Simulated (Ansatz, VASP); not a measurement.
# LiF in VASP and in Ansatz

File INCAR:

```
PREC = Accurate
ENCUT = 520
EDIFF = 1E-6
ISMEAR = 0
SIGMA = 0.05
LREAL = F
LASPH = T
NELM = 80
ALGO = Normal
ISIF = 2
LWAVE = F
LCHARG = F
NBANDS = 18
```

Contents of KPOINTS:

```
Automatic mesh
0
Gamma
  9 9 6
```

Contents of POSCAR:

```
LiF
1.0
    2.9524809739      0.0000000000      0.0000000000
   -1.4762404869      2.5569235276      0.0000000000
    0.0000000000      0.0000000000      4.1222539357
Li F
2 2
Direct
    0.3333333333      0.6666666667      0.3839784076
    0.6666666667      0.3333333333      0.8839784076
    0.3333333333      0.6666666667      0.9910195924
    0.6666666667      0.3333333333      0.4910195924
```

Input for Ansatz:

```yaml
crystal:
  lattice:
    - [2.9524809739, 0.0, 0.0]
    - [-1.4762404869, 2.5569235276, 0.0]
    - [0.0, 0.0, 4.1222539357]
  atoms:
    - { symbol: Li, position: [0.3333333333, 0.6666666667, 0.3839784076] }
    - { symbol: Li, position: [0.6666666667, 0.3333333333, 0.8839784076] }
    - { symbol: F, position: [0.3333333333, 0.6666666667, 0.9910195924] }
    - { symbol: F, position: [0.6666666667, 0.3333333333, 0.4910195924] }
basis:
  ecutwfc: 520.0
kpoints:
  mp_grid: { grid: [9, 9, 6] }
hamiltonian:
  xc: lda
scf:
  occupations: { method: gaussian, width: 0.05 }
output:
  forces: true
  stress: true
  eigenvalues: true
```

Alike in both runs: task single point; functional LDA; k mesh 9 × 9 × 6; occupations gaussian, width 0.05 eV; no spin polarisation.

```csv
,VASP,Ansatz
version,VASP 6.6.1,Ansatz 0.2.0
potentials or method,"VASP PAW LDA potentials, release 64 (Li_sv, F), cutoff 520 eV","scalar-relativistic, plane waves, PAW"
valence electrons in the cell,20,20
```

|  | VASP | Ansatz | Ansatz less VASP |
| --- | --- | --- | --- |
| gap on the k mesh at the Fermi level (eV) | 8.72 | 8.74 | +0.018 |
| least direct gap on the mesh (eV) | 8.72 | 8.74 | +0.018 |
| rms of the force components (eV/Å) | 0.681 | 0.662 | -0.0183 |

LDA's correlation is that of Perdew and Zunger in VASP and of Perdew and Wang (1992) in Ansatz. Atom by atom the forces differ by 0.018 eV/Å (rms over components).

Noted on VASP's run: the cutoff is short for stress, so the pressure is rough.
